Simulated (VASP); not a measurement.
# Sc (Pm-3m) in VASP: further runs

Runs on Sc. Level: PBE. Tasks: single point.

Everything below comes from runs of VASP 6.6.1. Logs are shortened: lines on timing, memory, paths and dates and some standing lists are left out, and cuts for length are marked.

**1. The cell of the first run**

The structure is cubic, space group Pm-3m (No. 221). Conventional cell: a = 2.975 Å, b = 2.975 Å, c = 2.975 Å, α = 90.00°, β = 90.00°, γ = 90.00°. Sc (site symmetry m-3m) has 6 Sc at 2.97 Å within 3.9 Å.

**2. Single point, PBE, collinear spin, ferromagnetic start**

File INCAR:

```
SYSTEM = Sc
PREC     = Accurate       ! precision mode
ENCUT    = 500            ! plane-wave cutoff, eV
EDIFF    = 1E-6           ! SCF threshold, eV
ISMEAR   = -1             ! smearing method
SIGMA    = 0.05           ! smearing width, eV
LREAL    = .FALSE.        ! projectors in reciprocal space
LASPH    = .TRUE.         ! aspherical terms in the spheres
NELM     = 200            ! most SCF steps
ALGO     = Normal         ! electronic algorithm
ISIF     = 2              ! what is computed and relaxed
LWAVE    = .FALSE.        ! write WAVECAR
LCHARG   = .FALSE.        ! write CHGCAR
ISPIN    = 2              ! spin polarisation
MAGMOM   = 1              ! initial moments
LORBIT   = 11             ! projections on sites
LMAXMIX  = 4              ! l up to which the mixer works
GGA      = PE             ! functional
NBANDS   = 16             ! bands
GGA_COMPAT= .FALSE.
```

File KPOINTS:

```
Automatic mesh
0
G
  10 10 10
  0 0 0
```

File POSCAR:

```
Sc
1.0
    2.9749164504      0.0000000000      0.0000000000
    0.0000000000      2.9749164504      0.0000000000
    0.0000000000      0.0000000000      2.9749164504
Sc
1
Direct
    0.0000000000      0.0000000000      0.0000000000
```

Potentials or basis: VASP PAW PBE potentials, release 64 (Sc_sv).

The run is started by

```sh
> cat potpaw_PBE.64/Sc_sv/POTCAR > POTCAR
> mpirun -np 1 vasp_std > vasp.out
```

OUTCAR:

```text
SYSTEM = Sc
   PREC = Accurate
   ENCUT = 500
   EDIFF = 1E-6
   ISMEAR = -1
   LREAL = .FALSE.
   LASPH = .TRUE.
   NELM = 200
   ISIF = 2
   ISPIN = 2
   LORBIT = 11
   GGA = PE

 ion  position               nearest neighbor table
   1  0.000  0.000  0.000-

  LATTYP: Found a simple cubic cell.
 ALAT       =     2.9749164504

  Lattice vectors:

 A1 = (   2.9749164504,   0.0000000000,   0.0000000000)
 A2 = (   0.0000000000,   2.9749164504,   0.0000000000)
 A3 = (   0.0000000000,   0.0000000000,   2.9749164504)

Analysis of symmetry for initial positions (statically):
=====================================================================
 Subroutine PRICEL returns:
 Original cell was already a primitive cell.

 Routine SETGRP: Setting up the symmetry group for a
 simple cubic supercell.

 Subroutine GETGRP returns: Found 48 space group operations
 (whereof 48 operations were pure point group operations)
 out of a pool of 48 trial point group operations.

The static configuration has the point symmetry O_h .

Analysis of symmetry for dynamics (positions and initial velocities):
=====================================================================
 Subroutine PRICEL returns:
 Original cell was already a primitive cell.

 Routine SETGRP: Setting up the symmetry group for a
 simple cubic supercell.

 Subroutine GETGRP returns: Found 48 space group operations
 (whereof 48 operations were pure point group operations)
 out of a pool of 48 trial point group operations.

The dynamic configuration has the point symmetry O_h .

Analysis of structural, dynamic, and magnetic symmetry:
=====================================================================
 Subroutine PRICEL returns:
 Original cell was already a primitive cell.

 Routine SETGRP: Setting up the symmetry group for a
 simple cubic supercell.

 Subroutine GETGRP returns: Found 48 space group operations
 (whereof 48 operations were pure point group operations)
 out of a pool of 48 trial point group operations.

The overall configuration has the point symmetry O_h .

 Subroutine INISYM returns: Found 48 space group operations
 (whereof 48 operations are pure point group operations),
 and found     1 'primitive' translations

----------------------------------------------------------------------------------------

                                     Primitive cell

  volume of cell :      26.3284

  direct lattice vectors                    reciprocal lattice vectors
     2.974916450  0.000000000  0.000000000     0.336143894  0.000000000  0.000000000
     0.000000000  2.974916450  0.000000000     0.000000000  0.336143894  0.000000000
     0.000000000  0.000000000  2.974916450     0.000000000  0.000000000  0.336143894

  length of vectors
     2.974916450  2.974916450  2.974916450     0.336143894  0.336143894  0.336143894

  position of ions in fractional coordinates (direct lattice)
     0.000000000  0.000000000  0.000000000

  ion indices of the primitive-cell ions
   primitive index   ion index
                 1           1

----------------------------------------------------------------------------------------

 KPOINTS: Automatic mesh

Automatic generation of k-mesh.
 Grid dimensions read from file:
 generate k-points for:   10   10   10

 Generating k-lattice:

  Cartesian coordinates                     Fractional coordinates (reciprocal lattice)
     0.033614389  0.000000000  0.000000000     0.100000000  0.000000000  0.000000000
     0.000000000  0.033614389  0.000000000     0.000000000  0.100000000  0.000000000
     0.000000000  0.000000000  0.033614389     0.000000000  0.000000000  0.100000000

  Length of vectors
     0.033614389  0.033614389  0.033614389

  Shift w.r.t. Gamma in fractional coordinates (k-lattice)
     0.000000000  0.000000000  0.000000000

 Subroutine IBZKPT returns following result:
 ===========================================

 Found     56 irreducible k-points:

 Following reciprocal coordinates:
            Coordinates               Weight
  0.000000  0.000000  0.000000      1.000000
  0.100000  0.000000  0.000000      6.000000
  0.200000  0.000000  0.000000      6.000000
  0.300000  0.000000  0.000000      6.000000
  0.400000  0.000000  0.000000      6.000000
  0.500000  0.000000  0.000000      3.000000
[... 16 lines left out ...]
  0.200000  0.100000  0.100000     24.000000
  0.300000  0.100000  0.100000     24.000000
 [... further k-points ...]
   k-points           NKPTS =     56   k-points in BZ     NKDIM =     56   number of bands    NBANDS=     16
   number of dos      NEDOS =    301   number of ions     NIONS =      1
   total plane-waves  NPLWV =  13824
   dimension x,y,z NGX =    24 NGY =   24 NGZ =   24
   dimension x,y,z NGXF=    48 NGYF=   48 NGZF=   48
   ions per type =               1
   NGX,Y,Z   is equivalent  to a cutoff of  13.41, 13.41, 13.41 a.u.
   NGXF,Y,Z  is equivalent  to a cutoff of  26.82, 26.82, 26.82 a.u.
 SYSTEM =  Sc
   PREC   = accura    normal or accurate (medium, high low for compatibility)
   ISTART =      0    job   : 0-new  1-cont  2-samecut
   ICHARG =      2    charge: 1-file 2-atom 10-const
   ISPIN  =      2    spin polarized calculation?
   LNONCOLLINEAR =      F non collinear calculations
   LSORBIT =      F    spin-orbit coupling
   LASPH  =      T    aspherical Exc in radial PAW
   ENCUT  =  500.0 eV  36.75 Ry    6.06 a.u.   5.42  5.42  5.42*2*pi/ulx,y,z
   NELM   =    200;   NELMIN=  2; NELMDL= -5     # of ELM steps
   EDIFF  = 0.1E-05   stopping-criterion for ELM
   LREAL  =      F    real-space projection
   EDIFFG = 0.1E-04   stopping-criterion for IOM
   NSW    =      0    number of steps for IOM
   IBRION =     -1    ionic relax: 0-MD 1-quasi-New 2-CG
   NFREE  =      0    steps in history (QN), initial steepest desc. (CG)
   ISIF   =      2    stress and relaxation
   ISYM   =      2    0-nonsym 1-usesym 2-fastsym
   POTIM  = 0.5000    time-step for ionic-motion
   TEBEG  =    0.0;   TEEND  =   0.0 temperature during run
   PSTRESS=    0.0 pullay stress
   NELECT =      11.0000    total number of electrons
   NUPDOWN=      -1.0000    fix difference up-down
   EMIN   =  10.00;   EMAX   =-10.00  energy-range for DOS
   EFERMI =   0.00;   METHOD = LEGACY
   ISMEAR =    -1;   SIGMA  =   0.05  broadening in eV -4-tet -1-fermi 0-gaus
   EFERMI_NEDOS =   21; number of points for ismear=-14 and -15
   IALGO  =     38    algorithm
   IMIX   =      4    mixing-type and parameters
     AMIX     =   0.40;   BMIX     =  1.00
     AMIX_MAG =   1.60;   BMIX_MAG =  1.00
  volume/ion in A,a.u.               =      26.33       177.67
  Fermi-wavevector in a.u.,A,eV,Ry     =   1.223858  2.312756 20.379185  1.497828
  Thomas-Fermi vector in A             =   2.358953
   LORBIT       =     11    0 simple, 1 ext, 2 COOP (PROOUT), +10 PAW based schemes
   GGA     = PE    functional components
   LHFCALC =     F    Hartree Fock is set to
   AEXX    =    0.0000 exact exchange contribution
   IVDW    =     0    specifies the selected vdW correction
   LEPSILON=     F    determine dielectric tensor
   LRPA    =     F    only Hartree local field effects (RPA)
 spin polarized calculation
  energy-cutoff  :      500.00
  volume of cell :       26.33
 maximum number of plane-waves:       691
 NGX is ok and might be reduce to    24
   NGX = 11   NGY = 11   NGZ = 11

 number of electron      10.9999999 magnetization       0.8442015

 Free energy of the ion-electron system (eV)
  ---------------------------------------------------
  ext. energy  EPLUGINS =         0.00000000
  ---------------------------------------------------
  free energy    TOTEN  =        -5.53823769 eV

  energy without entropy =       -5.52791401  energy(sigma->0) =       -5.53307585

 E-fermi :   3.3778     XC(G=0):  -9.5221

 val. band max:        3.3753562296   @ k =   0.2000   0.2000   0.0000
 cond. band min:       3.4019598358   @ k =   0.5000   0.4000   0.4000
 fundamental gap:      0.0266036062
 Fermi energy:         3.3778187342

 spin component 1

 k-point     1 :       0.0000    0.0000    0.0000
  band No.  band energies     occupation
      1     -46.4340      1.00000
      2     -24.8182      1.00000
      3     -24.8182      1.00000
      4     -24.8182      1.00000
      5      -1.8106      1.00000
      6       2.5194      1.00000
[... 8 lines left out ...]
     15      19.2880      0.00000
     16      20.2983      0.00000

 k-point     2 :       0.1000    0.0000    0.0000
  band No.  band energies     occupation
      1     -46.4281      1.00000
      2     -24.8690      1.00000
      3     -24.8140      1.00000
      4     -24.8140      1.00000
      5      -1.6097      1.00000
      6       2.5704      1.00000
[... 8 lines left out ...]
     15      19.6931      0.00000
     16      21.6134      0.00000
[... 387 lines left out ...]
      5      -0.6613      1.00000
      6       2.9293      0.99987
[... 8 lines left out ...]
     15      21.6809      0.00000
     16      23.8833      0.00000

 k-point    24 :       0.3000    0.1000    0.1000
  band No.  band energies     occupation
      1     -46.3820      1.00000
      2     -25.1476      1.00000
      3     -24.8363      1.00000
      4     -24.8315      1.00000
      5       0.1604      1.00000
      6       3.1180      0.99450
[... 8 lines left out ...]
     15      21.5696      0.00000
     16      23.2415      0.00000

 [... further k-points ...]

 spin component 2

 k-point     1 :       0.0000    0.0000    0.0000
  band No.  band energies     occupation
      1     -45.9577      1.00000
      2     -24.3421      1.00000
      3     -24.3421      1.00000
      4     -24.3421      1.00000
      5      -1.2903      1.00000
      6       3.5296      0.04584
[... 8 lines left out ...]
     15      19.8480      0.00000
     16      20.7474      0.00000

 k-point     2 :       0.1000    0.0000    0.0000
  band No.  band energies     occupation
      1     -45.9520      1.00000
      2     -24.3904      1.00000
      3     -24.3379      1.00000
      4     -24.3379      1.00000
      5      -1.0901      1.00000
      6       3.5833      0.01616
[... 8 lines left out ...]
     15      20.2339      0.00000
     16      22.0640      0.00000
[... 387 lines left out ...]
      5      -0.1472      1.00000
      6       3.9290      0.00002
[... 8 lines left out ...]
     15      22.2099      0.00000
     16      24.4067      0.00000

 k-point    24 :       0.3000    0.1000    0.1000
  band No.  band energies     occupation
      1     -45.9079      1.00000
      2     -24.6549      1.00000
      3     -24.3577      1.00000
      4     -24.3530      1.00000
      5       0.6858      1.00000
      6       4.1264      0.00000
[... 8 lines left out ...]
     15      22.2536      0.00000
     16      23.6451      0.00000

 [... further k-points ...]
[... 5 lines left out ...]
  --------------------------------------------------------------------------------------
  -------------------------------------------------------------------------------------
  Total        0.0002212      0.0002212      0.0002212     -0.0000000     -0.0000000     -0.0000000
  in kB        0.0134601      0.0134601      0.0134601     -0.0000000     -0.0000000     -0.0000000
  external PRESSURE =       0.0134601 kB  Pullay stress =       0.0000000 kB

 VOLUME and BASIS-vectors are now :
 -----------------------------------------------------------------------------
  energy-cutoff  :      500.00
  volume of cell :       26.33
      direct lattice vectors                 reciprocal lattice vectors
     2.974916450  0.000000000  0.000000000     0.336143894  0.000000000  0.000000000
     0.000000000  2.974916450  0.000000000     0.000000000  0.336143894  0.000000000
     0.000000000  0.000000000  2.974916450     0.000000000  0.000000000  0.336143894

 POSITION                                       TOTAL-FORCE (eV/Angst)
 -----------------------------------------------------------------------------------
      0.00000      0.00000      0.00000         0.000000      0.000000      0.000000
 -----------------------------------------------------------------------------------
    total drift:                                0.000000     -0.000000      0.000000

  FREE ENERGIE OF THE ION-ELECTRON SYSTEM (eV)
  ---------------------------------------------------
  free  energy   TOTEN  =        -5.5382376882 eV

  energy  without entropy=       -5.5279140107  energy(sigma->0) =       -5.53307585

 total charge

# of ion       s       p       d       tot
------------------------------------------
    1        2.266   6.069   1.122   9.456

 magnetization (x)

# of ion       s       p       d       tot
------------------------------------------
    1        0.041   0.027   0.553   0.621
```

Run time: 13 s. Hardware: 1 thread of Intel Xeon 6975P-C (Granite Rapids), shared host; peak memory 0.16 GiB.

Results:

* Free energy: -5.5382 eV
* Pressure: 0.0 GPa
* Net moment: 0.84 μB per cell
* Site moments: Sc +0.62 μB
* Valence electrons inside the program's atomic spheres: Sc 9.46

**3. Single point, PBE, collinear spin, ferromagnetic start (volume scaled by 0.92)**

File INCAR:

```
SYSTEM = Sc
ALGO = Normal ; EDIFF = 1E-6
ENCUT = 500 ; GGA = PE
GGA_COMPAT = .False. ; ISIF = 2
ISMEAR = -1 ; ISPIN = 2
LASPH = .True. ; LCHARG = .True.
LELF = .True. ; LMAXMIX = 4
LORBIT = 11 ; LREAL = .False.
LVHAR = .True. ; LWAVE = .False.
MAGMOM = 0.596 ; NBANDS = 16
NELM = 200 ; PREC = Accurate
SIGMA = 0.05
```

File KPOINTS:

```
k-points
0
Gamma
  12 12 12
  0 0 0
```

File POSCAR:

```
Sc
1.0
    2.8933704986      0.0000000000      0.0000000000
    0.0000000000      2.8933704986      0.0000000000
    0.0000000000      0.0000000000      2.8933704986
Sc
1
Direct
    0.0000000000      0.0000000000      0.0000000000
```

Potentials or basis: VASP PAW PBE potentials, release 64 (Sc_sv).

The run is started by

```sh
> cat potpaw_PBE.64/Sc_sv/POTCAR > POTCAR
> mpirun -np 1 vasp_std > vasp.out
```

Wall time 20 s (1 thread of Intel Xeon 6975P-C (Granite Rapids), shared host); peak memory 0.17 GiB.

It converged, with:

```
Free energy                                           : -5.5127 eV
Pressure                                              : 3.4 GPa
Net moment                                            : 0.85 μB per cell
Site moments                                          : Sc +0.64 μB
Valence electrons inside the program's atomic spheres : Sc 9.53
```

Levels at points of the mesh, in eV from the Fermi level:
Spin up:
| k point | band 2 | band 3 | band 4 | band 5 | band 6 | band 7 | band 8 | band 9 | band 10 | band 11 |
| --- | --- | --- | --- | --- | --- | --- | --- | --- | --- | --- |
| (0.00, 0.00, 0.00) | -28.03 | -28.03 | -28.03 | -5.38 | -0.99 | -0.99 | 3.99 | 3.99 | 3.99 | 12.71 |
| (0.50, 0.00, 0.00) | -28.69 | -27.97 | -27.97 | -1.99 | -0.63 | -0.34 | 2.26 | 2.26 | 4.14 | 6.24 |
| (0.50, 0.50, 0.00) | -28.59 | -28.59 | -27.91 | -2.07 | -0.13 | 2.65 | 2.65 | 3.72 | 3.72 | 4.75 |
| (0.50, 0.50, 0.50) | -28.51 | -28.51 | -28.51 | -0.72 | -0.72 | -0.72 | 4.84 | 4.84 | 7.50 | 8.67 |
Spin down:
```csv
k point,band 1,band 2,band 3,band 4,band 5,band 6,band 7,band 8,band 9,band 10
"(0.00, 0.00, 0.00)",-49.23,-27.54,-27.54,-27.54,-4.83,0.04,0.04,4.29,4.29,4.29
"(0.50, 0.00, 0.00)",-49.14,-28.18,-27.49,-27.49,-1.16,-0.24,0.72,2.60,2.60,4.45
"(0.50, 0.50, 0.00)",-49.07,-28.08,-28.08,-27.43,-1.74,0.89,3.00,3.00,4.35,4.35
"(0.50, 0.50, 0.50)",-48.99,-27.99,-27.99,-27.99,-0.32,-0.32,-0.32,5.62,5.62,7.47
```

**4. Single point, PBE, collinear spin, ferromagnetic start**

File INCAR:

```
ALGO = Normal
EDIFF = 1E-6
ENCUT = 500
GGA = PE
GGA_COMPAT = False
ISIF = 2
ISMEAR = -1
ISPIN = 2
LASPH = True
LCHARG = True
LELF = True
LMAXMIX = 4
LORBIT = 11
LREAL = False
LVHAR = True
LWAVE = False
MAGMOM = 0.602
NBANDS = 16
NELM = 200
PREC = Accurate
SIGMA = 0.05
```

File KPOINTS:

```
k-points
0
Gamma
  17 17 17
```

File POSCAR:

```
Sc
1.0
    2.9749164504      0.0000000000      0.0000000000
    0.0000000000      2.9749164504      0.0000000000
    0.0000000000      0.0000000000      2.9749164504
Sc
1
Direct
    0.0000000000      0.0000000000      0.0000000000
```

The run is started by

```sh
> cat potpaw_PBE.64/Sc_sv/POTCAR > POTCAR
> mpirun -np 1 vasp_std > vasp.out
```

Wall time 39 s (1 thread of Intel Xeon 6975P-C (Granite Rapids), shared host); peak memory 0.21 GiB.

It converged, with:

* Free energy: -5.5344 eV
* Pressure: 0.0 GPa
* Net moment: 0.84 μB per cell
* Site moments: Sc +0.61 μB
* Valence electrons inside the program's atomic spheres: Sc 9.46

Levels at points of the mesh, in eV from the Fermi level:
Spin up:
```tsv
k point	band 4	band 5	band 6	band 7	band 8	band 9
(0.00, 0.00, 0.00)	-28.20	-5.18	-0.85	-0.85	3.68	3.68
```
Spin down:
```csv
k point,band 2,band 3,band 4,band 5,band 6,band 7,band 8,band 9
"(0.00, 0.00, 0.00)",-27.73,-27.73,-27.73,-4.66,0.14,0.14,3.97,3.97
```

**5. Overview**

```csv
cell,k mesh,gap on the mesh (eV),pressure (GPa),moment (μB)
"a = 2.975 Å, 1 atom",10 × 10 × 10,none,0.0,0.84
"a = 2.893 Å, 1 atom",12 × 12 × 12,none,3.4,0.85
"a = 2.975 Å, 1 atom",17 × 17 × 17,none,0.0,0.84
```

Alike in all rows: task single point; level PBE; potentials or basis VASP PAW PBE potentials, release 64 (Sc_sv); spin collinear, ferromagnetic start; cutoff (eV) 500; smearing fermi-dirac 0.05 eV.

Absolute energies hang on the potentials; compare differences alone.
